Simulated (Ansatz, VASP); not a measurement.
**One calculation of ZnS, two programs**

```
CELL_PARAMETERS angstrom
3.84581 0.00000 0.00000
-1.92290 3.33057 0.00000
0.00000 0.00000 6.30412
ATOMIC_POSITIONS crystal
Zn 0.33333 0.66667 0.00520
Zn 0.66667 0.33333 0.50520
S 0.33333 0.66667 0.37980
S 0.66667 0.33333 0.87980
```

Alike in both runs: functional PBE; k mesh 12 × 12 × 4; occupations fermi-dirac, width 0.02 eV; no spin polarisation.

Ansatz relaxed the structure, and its values are those at the end. VASP's run is a single point on that final structure, the one shown.

|  | VASP | Ansatz |
| --- | --- | --- |
| version | VASP 6.6.1 | Ansatz 0.2.0 |
| potentials or method | VASP PAW PBE potentials, release 64 (Zn, S), cutoff 520 eV | PAW plane waves |
| valence electrons in the cell | 36 | 36 |

VASP gave:

| Item | Value |
| --- | --- |
| gap on the k mesh at the Fermi level (eV) | 2.08 |
| pressure (GPa) | 0.1 |

Task: What did Ansatz give for the same quantities?

Result: gap on the k mesh at the Fermi level (eV): 2.08; pressure (GPa): 0.0.
